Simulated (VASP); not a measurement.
# P (Cmce) in VASP: a series of runs

P is run at these levels: PBE+D3(BJ); tasks: single point.

Everything below comes from runs of VASP 6.6.1. Logs are shortened: lines on timing, memory, paths and dates and some standing lists are left out, and cuts for length are marked.

### 1 The cell of the first run

Symmetry: Cmce, No. 64, orthorhombic system. The conventional cell has a = 3.455 Å, b = 10.084 Å, c = 3.966 Å, α = 90.00°, β = 90.00°, γ = 90.00°. Within 3.1 Å of P (site symmetry m) lie 5 P at 2.24 to 3.04 Å.

### 2 Single point, PBE+D3(BJ) (uniaxial strain along a: +4.0 %, then relaxed in part)

INCAR

```
SYSTEM = P
  PREC = Accurate
  ENCUT = 520
  EDIFF = 1E-7
  ISMEAR = 0
  SIGMA = 0.1
  LREAL = .FALSE.
  LASPH = .TRUE.
  NELM = 80
  ALGO = Normal
  ISIF = 2
  LWAVE = .FALSE.
  LCHARG = .FALSE.
  GGA = PE
  IVDW = 12
  NBANDS = 30
```

KPOINTS

```
regular mesh
0
G
  10 4 8
  0 0 0
```

POSCAR

```
P
1.0
    3.4554252591      0.0000000000      0.0000000000
    0.0000000000     10.0840309253      0.0000000000
    0.0000000000      0.0000000000      3.9658701490
P
8
Direct
    0.0000000000      0.8919857737      0.9339515389
    0.5000000000      0.8919857737      0.5660484611
    0.5000000000      0.6080142263      0.0660484611
    0.0000000000      0.6080142263      0.4339515389
    0.5000000000      0.3919857737      0.9339515389
    0.0000000000      0.3919857737      0.5660484611
    0.0000000000      0.1080142263      0.0660484611
    0.5000000000      0.1080142263      0.4339515389
```

Potentials or basis: VASP PAW PBE potentials, release 64 (P).

Started as:

```
cat potpaw_PBE.64/P/POTCAR > POTCAR
mpirun -np 1 vasp_std > vasp.out
```

OUTCAR:

```text
SYSTEM = P
   PREC = Accurate
   ENCUT = 520
   EDIFF = 1E-7
   ISMEAR = 0
   LREAL = .FALSE.
   LASPH = .TRUE.
   NELM = 80
   ISIF = 2
   GGA = PE
   IVDW = 12
 IVDW          = 12

 ion  position               nearest neighbor table
   1  0.000  0.892  0.934-   7 2.24   2 2.26   2 2.26
   2  0.500  0.892  0.566-   8 2.24   1 2.26   1 2.26
   3  0.500  0.608  0.066-   5 2.24   4 2.26   4 2.26
   4  0.000  0.608  0.434-   6 2.24   3 2.26   3 2.26
   5  0.500  0.392  0.934-   3 2.24   6 2.26   6 2.26
   6  0.000  0.392  0.566-   4 2.24   5 2.26   5 2.26
   7  0.000  0.108  0.066-   1 2.24   8 2.26   8 2.26
   8  0.500  0.108  0.434-   2 2.24   7 2.26   7 2.26

  LATTYP: Found a simple orthorhombic cell.
 ALAT       =     3.4554252591
 B/A-ratio  =     1.1477227408
 C/A-ratio  =     2.9183183455

  Lattice vectors:

 A1 = (  -3.4554252591,   0.0000000000,   0.0000000000)
 A2 = (   0.0000000000,   0.0000000000,   3.9658701490)
 A3 = (   0.0000000000,  10.0840309253,   0.0000000000)

Analysis of symmetry for initial positions (statically):
=====================================================================
 Subroutine PRICEL returns following result:

  LATTYP: Found a base centered orthorhombic cell.
 ALAT       =     3.4554252591
 B/A-ratio  =     2.9183183455
 C/A-ratio  =     1.1477227408

  Lattice vectors:

 A1 = (  -1.7277126295,   5.0420154627,   0.0000000000)
 A2 = (  -1.7277126296,  -5.0420154627,   0.0000000000)
 A3 = (   0.0000000000,   0.0000000000,   3.9658701490)

   2 primitive cells build up your supercell.

 Routine SETGRP: Setting up the symmetry group for a
 simple orthorhombic supercell.

 Subroutine GETGRP returns: Found  8 space group operations
 (whereof  4 operations were pure point group operations)
 out of a pool of  8 trial point group operations.

The static configuration has the point symmetry C_2h.
 The point group associated with its full space group is D_2h.

Analysis of symmetry for dynamics (positions and initial velocities):
=====================================================================
 Subroutine PRICEL returns following result:

  LATTYP: Found a base centered orthorhombic cell.
 ALAT       =     3.4554252591
 B/A-ratio  =     2.9183183455
 C/A-ratio  =     1.1477227408

  Lattice vectors:

 A1 = (  -1.7277126295,   5.0420154627,   0.0000000000)
 A2 = (  -1.7277126296,  -5.0420154627,   0.0000000000)
 A3 = (   0.0000000000,   0.0000000000,   3.9658701490)

   2 primitive cells build up your supercell.

 Routine SETGRP: Setting up the symmetry group for a
 simple orthorhombic supercell.

 Subroutine GETGRP returns: Found  8 space group operations
 (whereof  4 operations were pure point group operations)
 out of a pool of  8 trial point group operations.

The dynamic configuration has the point symmetry C_2h.
 The point group associated with its full space group is D_2h.

 Subroutine INISYM returns: Found  8 space group operations
 (whereof  4 operations are pure point group operations),
 and found     2 'primitive' translations

----------------------------------------------------------------------------------------

                                     Primitive cell

  volume of cell :      69.0946

  direct lattice vectors                    reciprocal lattice vectors
    -1.727712630  5.042015463  0.000000000    -0.289399980  0.099166693  0.000000000
    -1.727712630 -5.042015463  0.000000000    -0.289399980 -0.099166693  0.000000000
     0.000000000  0.000000000  3.965870149     0.000000000  0.000000000  0.252151473

  length of vectors
     5.329813398  5.329813398  3.965870149     0.305918913  0.305918913  0.252151473

  position of ions in fractional coordinates (direct lattice)
     0.891985774  0.108014226  0.933951539
     0.391985774  0.608014226  0.566048461
     0.108014226  0.891985774  0.066048461
     0.608014226  0.391985774  0.433951539

  ion indices of the primitive-cell ions
   primitive index   ion index
                 1           1
                 2           2
                 3           7
                 4           4

----------------------------------------------------------------------------------------

 KPOINTS: regular mesh

Automatic generation of k-mesh.
 Grid dimensions read from file:
 generate k-points for:   10    4    8

 Generating k-lattice:

  Cartesian coordinates                     Fractional coordinates (reciprocal lattice)
     0.028939998  0.000000000  0.000000000     0.100000000  0.000000000  0.000000000
     0.000000000  0.024791673  0.000000000     0.000000000  0.250000000  0.000000000
     0.000000000  0.000000000  0.031518934     0.000000000  0.000000000  0.125000000

  Length of vectors
     0.028939998  0.024791673  0.031518934

  Shift w.r.t. Gamma in fractional coordinates (k-lattice)
     0.000000000  0.000000000  0.000000000

 Subroutine IBZKPT returns following result:
 ===========================================

 Found     90 irreducible k-points:

 Following reciprocal coordinates:
            Coordinates               Weight
  0.000000  0.000000  0.000000      1.000000
  0.100000  0.000000  0.000000      2.000000
  0.200000  0.000000  0.000000      2.000000
  0.300000  0.000000  0.000000      2.000000
  0.400000  0.000000  0.000000      2.000000
  0.500000  0.000000  0.000000      1.000000
[... 16 lines left out ...]
  0.400000  0.000000  0.125000      4.000000
  0.500000  0.000000  0.125000      2.000000
 [... further k-points ...]
   k-points           NKPTS =     90   k-points in BZ     NKDIM =     90   number of bands    NBANDS=     30
   number of dos      NEDOS =    301   number of ions     NIONS =      8
   total plane-waves  NPLWV =  67200
   dimension x,y,z NGX =    28 NGY =   80 NGZ =   30
   dimension x,y,z NGXF=    56 NGYF=  160 NGZF=   60
   ions per type =               8
   NGX,Y,Z   is equivalent  to a cutoff of  13.47, 13.19, 12.58 a.u.
   NGXF,Y,Z  is equivalent  to a cutoff of  26.94, 26.38, 25.15 a.u.
 SYSTEM =  P
   PREC   = accura    normal or accurate (medium, high low for compatibility)
   ISTART =      0    job   : 0-new  1-cont  2-samecut
   ICHARG =      2    charge: 1-file 2-atom 10-const
   ISPIN  =      1    spin polarized calculation?
   LNONCOLLINEAR =      F non collinear calculations
   LSORBIT =      F    spin-orbit coupling
   LASPH  =      T    aspherical Exc in radial PAW
   ENCUT  =  520.0 eV  38.22 Ry    6.18 a.u.   6.42 18.75  7.37*2*pi/ulx,y,z
   NELM   =     80;   NELMIN=  2; NELMDL= -5     # of ELM steps
   EDIFF  = 0.1E-06   stopping-criterion for ELM
   LREAL  =      F    real-space projection
   EDIFFG = 0.1E-05   stopping-criterion for IOM
   NSW    =      0    number of steps for IOM
   IBRION =     -1    ionic relax: 0-MD 1-quasi-New 2-CG
   NFREE  =      0    steps in history (QN), initial steepest desc. (CG)
   ISIF   =      2    stress and relaxation
   ISYM   =      2    0-nonsym 1-usesym 2-fastsym
   POTIM  = 0.5000    time-step for ionic-motion
   TEBEG  =    0.0;   TEEND  =   0.0 temperature during run
   PSTRESS=    0.0 pullay stress
   NELECT =      40.0000    total number of electrons
   NUPDOWN=      -1.0000    fix difference up-down
   EMIN   =  10.00;   EMAX   =-10.00  energy-range for DOS
   EFERMI =   0.00;   METHOD = LEGACY
   ISMEAR =     0;   SIGMA  =   0.10  broadening in eV -4-tet -1-fermi 0-gaus
   EFERMI_NEDOS =   21; number of points for ismear=-14 and -15
   IALGO  =     38    algorithm
   IMIX   =      4    mixing-type and parameters
     AMIX     =   0.40;   BMIX     =  1.00
     AMIX_MAG =   1.60;   BMIX_MAG =  1.00
  volume/ion in A,a.u.               =      17.27       116.57
  Fermi-wavevector in a.u.,A,eV,Ry     =   1.082938  2.046455 15.956285  1.172754
  Thomas-Fermi vector in A             =   2.218991
   LORBIT       =      0    0 simple, 1 ext, 2 COOP (PROOUT), +10 PAW based schemes
   GGA     = PE    functional components
   LHFCALC =     F    Hartree Fock is set to
   AEXX    =    0.0000 exact exchange contribution
   IVDW    =    12    specifies the selected vdW correction
   LEPSILON=     F    determine dielectric tensor
   LRPA    =     F    only Hartree local field effects (RPA)
 non-spin polarized calculation
 Gauss-broadening in eV      SIGMA  =   0.10
  energy-cutoff  :      520.00
  volume of cell :      138.19
 maximum number of plane-waves:      3746
 NGX is ok and might be reduce to    28
   NGX = 13   NGY = 37   NGZ = 15

 number of electron      40.0000000 magnetization

 Free energy of the ion-electron system (eV)
  ---------------------------------------------------
  ext. energy  EPLUGINS =         0.00000000
  ---------------------------------------------------
  free energy    TOTEN  =       -42.59569433 eV

  energy without entropy =      -42.59216650  energy(sigma->0) =      -42.59393041

 E-fermi :   7.6147     XC(G=0): -10.3989

 val. band max:        7.6047776691   @ k =   0.0000   0.2500   0.3750
 cond. band min:       7.6167883022   @ k =   0.0000   0.0000   0.1250
 fundamental gap:      0.0120106330
 Fermi energy:         7.6147077646

 k-point     1 :       0.0000    0.0000    0.0000
  band No.  band energies     occupation
      1      -8.3317      2.00000
      2      -7.9181      2.00000
      3      -5.7844      2.00000
      4      -4.6618      2.00000
      5      -1.2067      2.00000
      6      -1.0739      2.00000
[... 22 lines left out ...]
     29      13.0690      0.00000
     30      13.4007      0.00000

 k-point     2 :       0.1000    0.0000    0.0000
  band No.  band energies     occupation
      1      -8.2210      2.00000
      2      -7.8092      2.00000
      3      -5.6700      2.00000
      4      -4.5496      2.00000
      5      -1.4303      2.00000
      6      -1.3770      2.00000
[... 718 lines left out ...]
 k-point    24 :       0.5000    0.0000    0.1250
  band No.  band energies     occupation
      1      -5.5637      2.00000
      2      -5.5637      2.00000
      3      -5.2216      2.00000
      4      -5.2216      2.00000
      5      -2.9077      2.00000
      6      -2.9077      2.00000
[... 22 lines left out ...]
     29      10.9722      0.00000
     30      10.9722      0.00000

 [... further k-points ...]

------------------------ aborting loop because EDIFF is reached ----------------------------------------

 Edisp (eV)   -3.25723

 E8    (eV) :    -1.2339

  FORCE on cell =-STRESS in cart. coord.  units (eV):
  Direction    XX          YY          ZZ          XY          YZ          ZX
  --------------------------------------------------------------------------------------
  -------------------------------------------------------------------------------------
  Total      -3.66550    -0.36277    -0.19735     0.00000     0.00000     0.00000
  in kB     -42.49813    -4.20600    -2.28808     0.00000     0.00000     0.00000
  external pressure =      -16.33 kB  Pullay stress =        0.00 kB

 VOLUME and BASIS-vectors are now :
 -----------------------------------------------------------------------------
  energy-cutoff  :      520.00
  volume of cell :      138.19
      direct lattice vectors                 reciprocal lattice vectors
     3.455425259  0.000000000  0.000000000     0.289399980  0.000000000  0.000000000
     0.000000000 10.084030925  0.000000000     0.000000000  0.099166693  0.000000000
     0.000000000  0.000000000  3.965870149     0.000000000  0.000000000  0.252151473

 POSITION                                       TOTAL-FORCE (eV/Angst)
 -----------------------------------------------------------------------------------
      0.00000      8.99481      3.70393         0.000000      0.045574     -0.035522
      1.72771      8.99481      2.24487        -0.000000      0.045574      0.035522
      1.72771      6.13123      0.26194        -0.000000     -0.045574      0.035522
      0.00000      6.13123      1.72100        -0.000000     -0.045574     -0.035522
      1.72771      3.95280      3.70393        -0.000000      0.045574     -0.035522
      0.00000      3.95280      2.24487        -0.000000      0.045574      0.035522
      0.00000      1.08922      0.26194        -0.000000     -0.045574      0.035522
      1.72771      1.08922      1.72100        -0.000000     -0.045574     -0.035522
 -----------------------------------------------------------------------------------
    total drift:                               -0.000000      0.000000     -0.000000

  FREE ENERGIE OF THE ION-ELECTRON SYSTEM (eV)
  ---------------------------------------------------
  free  energy   TOTEN  =       -45.8529200843 eV

  energy  without entropy=      -45.8493922592  energy(sigma->0) =      -45.85115617
```

Run time: 3.5 min. Hardware: 1 thread of Intel Xeon 6975P-C (Granite Rapids), shared host; peak memory 0.4 GiB.

What came out:

```yaml
Free_energy: -45.8529 eV
Pressure: -1.6 GPa
Largest_force: 0.058 eV/Å
Band_gap_on_the_k_mesh: zero (bands 20 and 21 overlap by 0.06 eV)
Dispersion_energy_per_atom: -0.407 eV
```

Forces on the atoms (eV/Å):
```
P    0.000  0.046 -0.036
P    0.000  0.046  0.036
P    0.000 -0.046  0.036
P    0.000 -0.046 -0.036
P    0.000  0.046 -0.036
P    0.000  0.046  0.036
P    0.000 -0.046  0.036
P    0.000 -0.046 -0.036
```

Caveat: the cell differs from its parent crystal (uniaxial strain along a: +4.0 %, then relaxed in part).

[end of part 1 of 2]

The gap in the log of VASP goes by the Fermi energy; the results here count the filled bands.